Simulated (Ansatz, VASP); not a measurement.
One calculation of GaAs, two programs

```
Ga As
1.0
     0.00000    2.89245    2.89245
     2.89245    0.00000    2.89245
     2.89245    2.89245    0.00000
Ga As
1 1
Direct
  0.00000 0.00000 0.00000
  0.25000 0.25000 0.25000
```

Alike in both runs: functional PBE; k mesh 8 × 8 × 8; occupations gaussian, width 0.01 eV; no spin polarisation.

Ansatz relaxed the structure, and its values are those at the end. VASP's run is a single point on that final structure, the one shown.

|  | VASP | Ansatz |
| --- | --- | --- |
| version | VASP 6.6.1 | Ansatz 0.2.0 |
| potentials or method | VASP PAW PBE potentials, release 64 (Ga_d, As) | scalar-relativistic, plane waves, PAW |
| plane-wave cutoff (eV) | 500 | 420 |
| valence electrons in the cell | 18 | 28 |

|  | VASP | Ansatz | Ansatz less VASP |
| --- | --- | --- | --- |
| pressure (GPa) | -1.1 | -1.2 | -0.13 |

VASP's potentials hold 18 valence electrons a cell and Ansatz's 28, so a difference there can come from the potentials and not from the codes. Ansatz's warnings: stress scf threshold loose.
